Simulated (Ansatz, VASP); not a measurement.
**Two plane-wave programs on PtF2**

```
CELL_PARAMETERS angstrom
3.81866 0.00000 0.00000
-1.90933 3.30706 0.00000
0.00000 0.00000 6.08678
ATOMIC_POSITIONS crystal
Pt 0.66667 0.33333 0.25000
Pt 0.33333 0.66667 0.75000
F 0.00000 0.00000 0.00000
F 0.33333 0.66667 0.25000
F 0.66667 0.33333 0.75000
F 0.00000 0.00000 0.50000
```

Change from the starting cell: species swapped into the Yb2Sn type (P6_3/mmc, No. 194).

Alike in both runs: functional PBE; k mesh 6 × 6 × 4; occupations gaussian, width 0.1 eV; collinear spin.

Ansatz relaxed the structure, and its values are those at the end. VASP's run is a single point on that final structure, the one shown.

|  | VASP | Ansatz |
| --- | --- | --- |
| version | VASP 6.6.1 | Ansatz 0.2.0 |
| potentials or method | VASP PAW PBE potentials, release 64 (Pt, F), cutoff 520 eV | scalar-relativistic, plane waves, PAW |
| valence electrons in the cell | 48 | 64 |

Ansatz gave:

```
gap on the k mesh at the Fermi level (eV)                     : none
pressure (GPa)                                                : 0.1
net moment per atom (μB)                                      : 0.63
size of the moment on the site where the two differ most (μB) : 1.18
```

Question: What did VASP give for the same quantities?

Answer: gap on the k mesh at the Fermi level (eV): none; pressure (GPa): -0.2; net moment per atom (μB): 0.63; size of the moment on the site where the two differ most (μB): 1.44.

Site moments also hang on the region over which each program counts them. A gap of «none» marks a metal or a gap that the smearing closes. With one functional, cell and mesh, what is left measures potentials, basis and numerics. VASP's potentials hold 48 valence electrons a cell and Ansatz's 64, so a difference there can come from the potentials and not from the codes.

Spin-orbit coupling is off throughout.
